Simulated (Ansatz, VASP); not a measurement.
One calculation of InSe, two programs

File INCAR:

```
  PREC = Accurate
  ENCUT = 520
  EDIFF = 1E-6
  ISMEAR = -1
  SIGMA = 0.02
  LREAL = False
  LASPH = True
  NELM = 60
  ALGO = Normal
  ISIF = 2
  LWAVE = False
  LCHARG = True
  GGA = PS
  LELF = True
  LVHAR = True
  NBANDS = 27
```

The input KPOINTS:

```
Automatic mesh
0
Gamma
  7 7 6
```

Contents of POSCAR:

```
InSe
1.0
    5.9829888098     -2.0953043501      0.0000000000
    5.9829888098      2.0953043501      0.0000000000
   -1.6307847522      0.0000000000      4.4084555117
In Se
2 2
Direct
    0.8840000000      0.8840000000      0.0050000000
    0.1160000000      0.1160000000      0.9950000000
    0.6600000000      0.6600000000      0.6420000000
    0.3400000000      0.3400000000      0.3580000000
```

Input for Ansatz:

```yaml
crystal:
  lattice:
    - [5.9829888098, -2.0953043501, 0.0]
    - [5.9829888098, 2.0953043501, 0.0]
    - [-1.6307847522, 0.0, 4.4084555117]
  atoms:
    - { symbol: In, position: [0.884, 0.884, 0.005] }
    - { symbol: In, position: [0.116, 0.116, 0.995] }
    - { symbol: Se, position: [0.66, 0.66, 0.642] }
    - { symbol: Se, position: [0.34, 0.34, 0.358] }
kpoints:
  mp_grid: { grid: [7, 7, 6] }
  band_path:
    path:
      - [0.0, 0.0, 0.0]
      - [-0.2848576481, 0.2848576481, 0.0]
      - [-0.7151423519, -0.2848576481, 0.0]
      - [-0.5, -0.5, 0.0]
      - [0.0, 0.0, 0.0]
      - [-0.5, -0.5, 0.5]
      - [-0.7459295213, -0.2540704787, 0.5]
      - [-0.2540704787, 0.2540704787, 0.5]
      - [0.0, 0.0, 0.5]
    npoints: 5
scf:
  occupations: { method: fermi_dirac, width: 0.02 }
hamiltonian:
  xc: pbesol
  pseudopotentials: { kind: all_electron, lapw: { basis_error: 0.0005 } }
output:
  forces: true
  stress: true
  eigenvalues: true
```

Change from the starting cell: volume scaled by 1.06.

Alike in both runs: task single point; functional PBEsol; k mesh 7 × 7 × 6; occupations fermi-dirac, width 0.02 eV; no spin polarisation.

|  | VASP | Ansatz |
| --- | --- | --- |
| version | VASP 6.6.1 | Ansatz 0.2.0 |
| potentials or method | VASP PAW PBE potentials, release 64 (In_d, Se), cutoff 520 eV | all-electron LAPW, scalar-relativistic |

```csv
,VASP,Ansatz,Ansatz less VASP
gap on the k mesh at the Fermi level (eV),0.76,0.77,+0.005
pressure (GPa),-3.0,-3.1,-0.06
"traceless stress, the component that is largest in VASP (GPa)",1.53,1.51,-0.019
rms of the force components (eV/Å),0.357,0.360,+0.0034
```

VASP's potentials were made for PBE, not for PBEsol. Atom by atom the forces differ by 0.008 eV/Å (rms over components). Ansatz ran all-electron here, and VASP with PAW potentials.
